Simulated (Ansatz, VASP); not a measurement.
**P in VASP and in Ansatz**

INCAR

```
PREC = Accurate ; ENCUT = 520
EDIFF = 1E-7 ; ISMEAR = -1
SIGMA = 0.1 ; LREAL = False
LASPH = True ; NELM = 80
ALGO = Normal ; ISIF = 2
LWAVE = False ; LCHARG = False
GGA = PS ; NBANDS = 8
```

Contents of KPOINTS:

```
Automatic mesh
0
Gamma
  16 16 16
```

POSCAR

```
P
1.0
   -1.5268679774      1.5268679774      1.5268679774
    1.5268679774     -1.5268679774      1.5268679774
    1.5268679774      1.5268679774     -1.5268679774
P
1
Direct
    0.0000000000      0.0000000000      0.0000000000
```

Input for Ansatz:

```yaml
crystal:
  lattice:
    - [-1.5268679774, 1.5268679774, 1.5268679774]
    - [1.5268679774, -1.5268679774, 1.5268679774]
    - [1.5268679774, 1.5268679774, -1.5268679774]
  atoms:
    - { symbol: P, position: [0.0, 0.0, 0.0] }
hamiltonian:
  xc: pbesol
  pseudopotentials:
    kind: paw
    azcp:
      P: "pseudopotentials/P.paw.azcp"
basis:
  ecutwfc: 420
  fft_grid_basis: typed
kpoints:
  mp_grid: { grid: [16, 16, 16], shift: [0, 0, 0] }
magnetization:
  spin_polarized: false
scf:
  occupations: { method: fermi_dirac, width: 0.1 }
  lower_state_search: "off"
output:
  stress: true
```

Alike in both runs: task single point; functional PBEsol; k mesh 16 × 16 × 16; occupations fermi-dirac, width 0.1 eV; no spin polarisation.

|  | VASP | Ansatz |
| --- | --- | --- |
| version | VASP 6.6.1 | Ansatz 0.2.0 |
| potentials or method | VASP PAW PBE potentials, release 64 (P), cutoff 520 eV | plane waves (420 eV) with PAW, scalar-relativistic |
| valence electrons in the cell | 5 | 5 |

Ansatz gave:

* pressure (GPa): -4.0

Question: Estimate VASP's values.

Answer: Pressure (GPa): -3.9.

VASP's potentials were made for PBE, not for PBEsol, and Ansatz warns of the same on its side. The functional is the same, so the differences come from potentials, cutoffs and numerics.
